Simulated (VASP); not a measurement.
Bi, 1 atom in the cell. It takes space group Im-3m (No. 229, cubic). Conventional cell: a = 3.876 Å, b = 3.876 Å, c = 3.876 Å, α = 90.00°, β = 90.00°, γ = 90.00°. Bi (site symmetry m-3m) has 14 Bi at 3.36 to 3.88 Å within 4.4 Å. This isn't the form of Bi at room conditions, which is rhombohedral.

- Program: VASP 6.6.1
- Task: single point
- Functional: PBE
- Potentials or basis: VASP PAW PBE potentials, release 64 (Bi_d)
- Cutoff: 520 eV
- k mesh: 18 × 18 × 18
- Occupations: fermi-dirac, width 0.1 eV
- Spin: no spin polarisation
- Dipole correction: no
- Further INCAR settings: ALGO = Normal; EDIFF = 1e-06; NBANDS = 14

Potentials or basis: VASP PAW PBE potentials, release 64 (Bi_d).

Command:

```bash
$ cat potpaw_PBE.64/Bi_d/POTCAR > POTCAR
$ mpirun -np 1 vasp_std > vasp.out
```

Hardware: 1 thread of Intel Xeon 8259CL, with other jobs on the host.

Task: Estimate the wall time of this run.

Result: It took 110 s on 1 thread of Intel Xeon 8259CL, on a shared host, peak memory 0.21 GiB. Counts: scf iterations 11, k points 195.
